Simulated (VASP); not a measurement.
# Fe (Im-3m) in VASP: notebook, part 2 of 2

VASP 6.6.1. Earlier steps stand in the parts before.

## (3) Relaxation of cell and atoms, PBEsol, collinear spin, ferromagnetic start

This run uses another cell than the first one, of 11.78 Å³/atom.

INCAR

```
PREC = Accurate
ENCUT = 600
EDIFF = 1E-6
ISMEAR = -1
SIGMA = 0.05
LREAL = False
LASPH = True
NELM = 150
ALGO = Normal
ISIF = 3
LWAVE = False
LCHARG = False
ISPIN = 2
MAGMOM = 2.5
LORBIT = 11
LMAXMIX = 4
GGA = PS
IBRION = 2
NSW = 80
EDIFFG = -0.01
```

KPOINTS

```
Automatic mesh
0
Gamma
  15 15 15
```

POSCAR

```
Fe
1.0
   -1.4332500000      1.4332500000      1.4332500000
    1.4332500000     -1.4332500000      1.4332500000
    1.4332500000      1.4332500000     -1.4332500000
Fe
1
Direct
    0.0000000000      0.0000000000      0.0000000000
```

Potentials or basis: VASP PAW PBE potentials, release 64 (Fe).

Command:

```sh
> cat potpaw_PBE.64/Fe/POTCAR > POTCAR
> mpirun -np 1 vasp_std > vasp.out
```

OUTCAR:

```text
PREC = Accurate
   ENCUT = 600
   EDIFF = 1E-6
   ISMEAR = -1
   LREAL = False
   LASPH = True
   NELM = 150
   ISIF = 3
   ISPIN = 2
   LORBIT = 11
   GGA = PS
   IBRION = 2
   NSW = 80
   EDIFFG = -0.01

 ion  position               nearest neighbor table
   1  0.000  0.000  0.000-

  LATTYP: Found a body centered cubic cell.
 ALAT       =     2.8665000000

  Lattice vectors:

 A1 = (  -1.4332500000,   1.4332500000,   1.4332500000)
 A2 = (   1.4332500000,  -1.4332500000,   1.4332500000)
 A3 = (   1.4332500000,   1.4332500000,  -1.4332500000)

Analysis of symmetry for initial positions (statically):
=====================================================================
 Subroutine PRICEL returns:
 Original cell was already a primitive cell.

 Routine SETGRP: Setting up the symmetry group for a
 body centered cubic supercell.

 Subroutine GETGRP returns: Found 48 space group operations
 (whereof 48 operations were pure point group operations)
 out of a pool of 48 trial point group operations.

The static configuration has the point symmetry O_h .

Analysis of symmetry for dynamics (positions and initial velocities):
=====================================================================
 Subroutine PRICEL returns:
 Original cell was already a primitive cell.

 Routine SETGRP: Setting up the symmetry group for a
 body centered cubic supercell.

 Subroutine GETGRP returns: Found 48 space group operations
 (whereof 48 operations were pure point group operations)
 out of a pool of 48 trial point group operations.

The dynamic configuration has the point symmetry O_h .

Analysis of structural, dynamic, and magnetic symmetry:
=====================================================================
 Subroutine PRICEL returns:
 Original cell was already a primitive cell.

 Routine SETGRP: Setting up the symmetry group for a
 body centered cubic supercell.

 Subroutine GETGRP returns: Found 48 space group operations
 (whereof 48 operations were pure point group operations)
 out of a pool of 48 trial point group operations.

The overall configuration has the point symmetry O_h .

 Subroutine INISYM returns: Found 48 space group operations
 (whereof 48 operations are pure point group operations),
 and found     1 'primitive' translations

----------------------------------------------------------------------------------------

                                     Primitive cell

  volume of cell :      11.7768

  direct lattice vectors                    reciprocal lattice vectors
    -1.433250000  1.433250000  1.433250000     0.000000000  0.348857492  0.348857492
     1.433250000 -1.433250000  1.433250000     0.348857492  0.000000000  0.348857492
     1.433250000  1.433250000 -1.433250000     0.348857492  0.348857492  0.000000000

  length of vectors
     2.482461820  2.482461820  2.482461820     0.493358996  0.493358996  0.493358996

  position of ions in fractional coordinates (direct lattice)
     0.000000000  0.000000000  0.000000000

  ion indices of the primitive-cell ions
   primitive index   ion index
                 1           1

----------------------------------------------------------------------------------------
[... 70 lines left out ...]
   EDIFF  = 0.1E-05   stopping-criterion for ELM
   LREAL  =      F    real-space projection
   EDIFFG = -.1E-01   stopping-criterion for IOM
   NSW    =     80    number of steps for IOM
   IBRION =      2    ionic relax: 0-MD 1-quasi-New 2-CG
   NFREE  =      1    steps in history (QN), initial steepest desc. (CG)
   ISIF   =      3    stress and relaxation
   ISYM   =      2    0-nonsym 1-usesym 2-fastsym
   POTIM  = 0.5000    time-step for ionic-motion
   TEBEG  =    0.0;   TEEND  =   0.0 temperature during run
   PSTRESS=    0.0 pullay stress
   NELECT =       8.0000    total number of electrons
   NUPDOWN=      -1.0000    fix difference up-down
   EMIN   =  10.00;   EMAX   =-10.00  energy-range for DOS
   EFERMI =   0.00;   METHOD = LEGACY
   ISMEAR =    -1;   SIGMA  =   0.05  broadening in eV -4-tet -1-fermi 0-gaus
   EFERMI_NEDOS =   21; number of points for ismear=-14 and -15
   IALGO  =     38    algorithm
   IMIX   =      4    mixing-type and parameters
     AMIX     =   0.40;   BMIX     =  1.00
     AMIX_MAG =   1.60;   BMIX_MAG =  1.00
  volume/ion in A,a.u.               =      11.78        79.47
  Fermi-wavevector in a.u.,A,eV,Ry     =   1.439117  2.719537 28.178465  2.071059
  Thomas-Fermi vector in A             =   2.558009
   LORBIT       =     11    0 simple, 1 ext, 2 COOP (PROOUT), +10 PAW based schemes
   GGA     = PS    functional components
   LHFCALC =     F    Hartree Fock is set to
   AEXX    =    0.0000 exact exchange contribution
   IVDW    =     0    specifies the selected vdW correction
   LEPSILON=     F    determine dielectric tensor
   LRPA    =     F    only Hartree local field effects (RPA)
 conjugate gradient relaxation of ions
 spin polarized calculation
  energy-cutoff  :      600.00
  volume of cell :       11.78
 maximum number of plane-waves:       406
   NGX =  9   NGY =  9   NGZ =  9

--------------------------------------- Ionic step        1  -------------------------------------------

 number of electron       7.9999998 magnetization       2.2387745

 Free energy of the ion-electron system (eV)
  ---------------------------------------------------
  ext. energy  EPLUGINS =         0.00000000
  ---------------------------------------------------
  free energy    TOTEN  =        -8.87399647 eV

  energy without entropy =       -8.86549245  energy(sigma->0) =       -8.86974446

------------------------ aborting loop because EDIFF is reached ----------------------------------------

  FORCE on cell =-STRESS in cart. coord.  units (eV):
  Direction    XX          YY          ZZ          XY          YZ          ZX
  --------------------------------------------------------------------------------------
  -------------------------------------------------------------------------------------
  Total       -1.1231090     -1.1231090     -1.1231090      0.0000000      0.0000000     -0.0000000
  in kB     -152.7941257   -152.7941257   -152.7941257      0.0000000      0.0000000     -0.0000000
  external PRESSURE =    -152.7941257 kB  Pullay stress =       0.0000000 kB
[... 86 lines left out ...]
  FREE ENERGIE OF THE ION-ELECTRON SYSTEM (eV)
  ---------------------------------------------------
  free  energy   TOTEN  =        -8.9227156633 eV

  energy  without entropy=       -8.9146960127  energy(sigma->0) =       -8.91870584

[... ionic steps 4 to 10 ...]

--------------------------------------- Ionic step       11  -------------------------------------------

 number of electron       8.0000001 magnetization       2.1221030

------------------------ aborting loop because EDIFF is reached ----------------------------------------
[... 65 lines left out ...]
--------------------------------------- Ionic step       13  -------------------------------------------

 number of electron       8.0000000 magnetization       2.1210088

 Free energy of the ion-electron system (eV)
  ---------------------------------------------------
  ext. energy  EPLUGINS =         0.00000000
  ---------------------------------------------------
  free energy    TOTEN  =        -8.92271115 eV

  energy without entropy =       -8.91469064  energy(sigma->0) =       -8.91870089

 E-fermi :   6.2114     XC(G=0): -13.5453

 val. band max:        6.2001657201   @ k =  -0.4000   0.4000   0.2000
 cond. band min:       6.2143683477   @ k =  -0.4000   0.4667   0.0667
 fundamental gap:      0.0142026276
 Fermi energy:         6.2114277169

 spin component 1

 k-point     1 :       0.0000    0.0000    0.0000
  band No.  band energies     occupation
      1      -2.6396      1.00000
      2       3.7540      1.00000
      3       3.7540      1.00000
      4       3.7540      1.00000
      5       5.1174      1.00000
      6       5.1174      1.00000
      7      31.5461      0.00000
      8      31.5461      0.00000
      9      31.5461      0.00000
[... 265 lines left out ...]
 k-point    24 :       0.4000    0.2000    0.0000
  band No.  band energies     occupation
      1       1.7036      1.00000
      2       2.6761      1.00000
      3       3.7522      1.00000
      4       5.1655      1.00000
      5       5.6916      0.99997
      6      10.1715      0.00000
      7      14.0700      0.00000
      8      19.3082      0.00000
      9      25.9452      0.00000

 [... further k-points ...]

 spin component 2

 k-point     1 :       0.0000    0.0000    0.0000
  band No.  band energies     occupation
      1      -2.3774      1.00000
      2       5.6134      0.99999
      3       5.6135      0.99999
      4       5.6135      0.99999
      5       7.6993      0.00000
      6       7.6994      0.00000
      7      31.4666      0.00000
      8      31.4666      0.00000
      9      31.4666      0.00000
[... 304 lines left out ...]
  FREE ENERGIE OF THE ION-ELECTRON SYSTEM (eV)
  ---------------------------------------------------
  free  energy   TOTEN  =        -8.9227111478 eV

  energy  without entropy=       -8.9146906399  energy(sigma->0) =       -8.91870089

 reached required accuracy - stopping structural energy minimisation

 total charge

# of ion       s       p       d       tot
------------------------------------------
    1        0.510   0.588   6.276   7.375

 magnetization (x)

# of ion       s       p       d       tot
------------------------------------------
    1       -0.013  -0.052   2.169   2.104
```

OSZICAR:

```text
N       E                     dE             d eps       ncg     rms          rms(c)
DAV:   1     0.174782580866E+02    0.17478E+02   -0.44868E+03  4448   0.119E+03
DAV:   2    -0.972916732446E+01   -0.27207E+02   -0.25562E+02  4375   0.136E+02
DAV:   3    -0.100887323771E+02   -0.35957E+00   -0.35863E+00  4872   0.215E+01
[... 72 lines left out ...]
DAV:   3    -0.892270366401E+01    0.23901E-06   -0.12849E-06  2163   0.188E-02
  12 F= -.89227037E+01 E0= -.89186939E+01  d E =-.926263E-05  mag=     2.1218
       N       E                     dE             d eps       ncg     rms          rms(c)
DAV:   1    -0.892272244019E+01   -0.18537E-04   -0.25957E-04  4511   0.291E-01    0.330E-02
DAV:   2    -0.892271204933E+01    0.10391E-04   -0.10866E-04  4529   0.159E-01    0.267E-02
DAV:   3    -0.892271114782E+01    0.90152E-06   -0.53961E-06  3273   0.383E-02
  13 F= -.89227111E+01 E0= -.89187009E+01  d E =-.167464E-04  mag=     2.1211
```

CONTCAR:

```text
Fe
   1.00000000000000
    -1.3943313265003399    1.3943313265003399    1.3943313265003399
     1.3943313265003399   -1.3943313265003399    1.3943313265003399
     1.3943313265003399    1.3943313265003399   -1.3943313265003399
  Fe
     1
Direct
     0.0000000000000000    0.0000000000000000    0.0000000000000000

  0.00000000E+00  0.00000000E+00  0.00000000E+00
```

Run time: 50 s. Hardware: 1 thread of Intel Xeon 6975P-C (Granite Rapids), shared host; peak memory 0.16 GiB.

What came out:

- Free energy: -8.9227 eV
- Relaxed volume: 10.84 Å³/atom
- Relaxed cell: a = 2.415 Å, b = 2.415 Å, c = 2.415 Å, α = 109.47°, β = 109.47°, γ = 109.47°
- Space group after relaxing (to 0.1 Å): Im-3m (No. 229)
- Energy gained by relaxing: 48.7 meV/atom
- Ionic steps: 13
- Pressure after relaxing: -0.1 GPa
- Net moment: 2.12 μB per cell
- Site moments: Fe +2.10 μB
- Valence electrons inside the program's atomic spheres: Fe 7.38

The path:
```
step  energy change (eV)  largest force (eV/Å)  pressure (GPa)  volume (Å³)
   1              0.0000                0.0000          -15.28        11.78
   2              0.0047                0.0000           21.73         9.96
   3             -0.0487                0.0000            0.26        10.84
   4             -0.0487                0.0000           -0.43        10.85
   5             -0.0487                0.0000           -0.24        10.85
   6             -0.0487                0.0000           -0.34        10.85
   7             -0.0487                0.0000           -0.37        10.85
   8             -0.0487                0.0000           -0.36        10.85
   9             -0.0487                0.0000           -0.34        10.85
  10             -0.0487                0.0000           -0.29        10.85
  11             -0.0487                0.0000           -0.18        10.85
  12             -0.0487                0.0000           -0.24        10.85
  13             -0.0487                0.0000           -0.11        10.84
```

Final structure:
```xyz
1
Lattice="-1.3943 1.3943 1.3943 1.3943 -1.3943 1.3943 1.3943 1.3943 -1.3943" Properties=species:S:1:pos:R:3 pbc="T T T"
Fe    0.0000    0.0000    0.0000
```

Levels at points of the mesh, in eV from the Fermi level:
Spin up:
```tsv
k point	band 3	band 4	band 5	band 6	band 7	band 8
(0.00, 0.00, 0.00)	-2.46	-2.46	-1.09	-1.09	25.33	25.33
```
Spin down:
| k point | band 1 | band 2 | band 3 | band 4 | band 5 | band 6 |
| --- | --- | --- | --- | --- | --- | --- |
| (0.00, 0.00, 0.00) | -8.59 | -0.60 | -0.60 | -0.60 | 1.49 | 1.49 |

Caveat: the PAW data sets were made with another functional, which shifts forces and pressure a little.
